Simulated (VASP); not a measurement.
Here is a VASP 6.6.1 calculation.

Contents of INCAR:

```
PREC     = Accurate       # precision mode
ENCUT    = 520            # plane-wave cutoff, eV
EDIFF    = 1E-6           # SCF threshold, eV
ISMEAR   = 0              # smearing method
SIGMA    = 0.05           # smearing width, eV
LREAL    = False          # projectors in reciprocal space
LASPH    = True           # aspherical terms in the spheres
NELM     = 60             # most SCF steps
ALGO     = Normal         # electronic algorithm
ISIF     = 2              # what is computed and relaxed
LWAVE    = False          # write WAVECAR
LCHARG   = False          # write CHGCAR
NBANDS   = 28             # bands
```

KPOINTS

```
regular mesh
0
Gamma
  8 6 6
```

POSCAR

```
SnO
1.0
    3.5227552500      0.0000000000      0.0000000000
    0.0000000000      5.6741040000      0.0000000000
    0.0000000000      0.0000000000      4.2219700000
Sn O
2 2
Direct
    0.0000000000      0.2319090000      0.5131440000
    0.5000000000      0.7680910000      0.0131440000
    0.0000000000      0.8912500000      0.7368570000
    0.5000000000      0.1087500000      0.2368570000
```

Potentials or basis: VASP PAW LDA potentials, release 64 (Sn_d, O).

The run is started by

```console
$ cat potpaw_LDA.64/Sn_d/POTCAR potpaw_LDA.64/O/POTCAR > POTCAR
$ mpirun -np 1 vasp_std > vasp.out
```

Q: What does it give for the largest force?

A: 1.140 eV/Å.

Q: Predict the band gap on the k mesh.

A: 1.31 eV (least direct gap 2.09 eV).

Q: What does it give for the pressure?

A: -8.4 GPa.

Stress tensor (GPa, compression positive):
```
-11.53   0.00   0.00
  0.00  -6.78   0.00
  0.00   0.00  -6.77
```

Caveat: the cell differs from its parent crystal (strain +0.0500 x Voigt [1, 0, 0, 0, 0, 0]); the cell stands under tension; spin-orbit coupling is left out, which moves the levels of the heavy elements; forces of over 1 eV/Å act on the atoms, so gaps and moduli don't describe the material at rest. A k mesh can miss the band edges.
